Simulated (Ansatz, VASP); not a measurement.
**Two plane-wave programs on PtSe2**

```xyz
3
Lattice="1.8395 1.0548 5.7607 -1.8519 1.0764 5.7607 0.0125 -2.1312 5.7607" Properties=species:S:1:pos:R:3 pbc="T T T"
Pt    0.0000    0.0000    0.0000
Se   -0.0082    0.0000    4.4376
Se    0.0082    0.0000   12.8445
```

Change from the starting cell: shear_xy strain -1.2%.

Alike in both runs: task single point; functional PBE; k mesh 8 × 8 × 8; occupations fermi-dirac, width 0.02 eV; no spin polarisation.

|  | VASP | Ansatz |
| --- | --- | --- |
| version | VASP 6.6.1 | Ansatz 0.2.0 |
| potentials or method | VASP PAW PBE potentials, release 64 (Pt, Se) | plane waves, PAW |
| plane-wave cutoff (eV) | 520 | 420 |
| valence electrons in the cell | 22 | 50 |

|  | VASP | Ansatz | Ansatz less VASP |
| --- | --- | --- | --- |
| pressure (GPa) | 3.6 | 3.6 | +0.02 |
| traceless stress, the component that is largest in VASP (GPa) | -0.98 | -0.99 | -0.005 |
| rms of the force components (eV/Å) | 0.064 | 0.064 | -0.0002 |

Atom by atom the forces differ by 0.000 eV/Å (rms over components). VASP's potentials hold 22 valence electrons a cell and Ansatz's 50, so a difference there can come from the potentials and not from the codes.

Spin-orbit coupling is off throughout.
